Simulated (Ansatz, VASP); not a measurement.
## Ru: VASP beside Ansatz

Contents of INCAR:

```
  PREC = Accurate
  ENCUT = 560
  EDIFF = 1E-6
  ISMEAR = -1
  SIGMA = 0.1
  LREAL = False
  LASPH = True
  NELM = 120
  ALGO = Normal
  ISIF = 2
  LWAVE = False
  LCHARG = False
  GGA = CA
  NBANDS = 23
  GGA_COMPAT = False
```

Contents of KPOINTS:

```
Automatic mesh
0
Gamma
  5 5 3
```

POSCAR

```
Ru
1.0
    2.6775346364      0.0000000000      0.0000000000
   -1.3387673182      2.3188130146      0.0000000000
    0.0000000000      0.0000000000      4.2181251212
Ru
2
Direct
    0.3333333333      0.6666666667      0.2500000000
    0.6666666667      0.3333333333      0.7500000000
```

Input for Ansatz:

```yaml
crystal:
  lattice:
    - [2.6775346364, 0.0, 0.0]
    - [-1.3387673182, 2.3188130146, 0.0]
    - [0.0, 0.0, 4.2181251212]
  atoms:
    - { symbol: Ru, position: [0.3333333333, 0.6666666667, 0.25] }
    - { symbol: Ru, position: [0.6666666667, 0.3333333333, 0.75] }
hamiltonian:
  xc: lda
  pseudopotentials:
    kind: paw
    azcp:
      Ru: "pseudopotentials/Ru.paw.azcp"
basis:
  ecutwfc: 420
  fft_grid_basis: typed
kpoints:
  mp_grid: { grid: [5, 5, 3], shift: [0, 0, 0] }
magnetization:
  spin_polarized: false
scf:
  occupations: { method: fermi_dirac, width: 0.1 }
  lower_state_search: "off"
output:
  stress: true
```

Alike in both runs: task single point; functional LDA; k mesh 5 × 5 × 3; occupations fermi-dirac, width 0.1 eV; no spin polarisation.

```csv
,VASP,Ansatz
version,VASP 6.6.1,Ansatz 0.2.0
potentials or method,"VASP PAW LDA potentials, release 64 (Ru_sv), cutoff 560 eV","plane waves (420 eV) with PAW, scalar-relativistic"
valence electrons in the cell,32,32
```

VASP gave:

```
pressure (GPa)                                                : -0.5
traceless stress, the component that is largest in VASP (GPa) : 6.50
```

Which values does Ansatz return?

Pressure (GPa): -1.1; traceless stress, the component that is largest in VASP (GPa): 6.48.

Ansatz warns that its potentials were made for another functional, while VASP's fit it. LDA's correlation is that of Perdew and Zunger in VASP and of Perdew and Wang (1992) in Ansatz.

The k mesh is coarse, so the values compare programs but aren't converged.
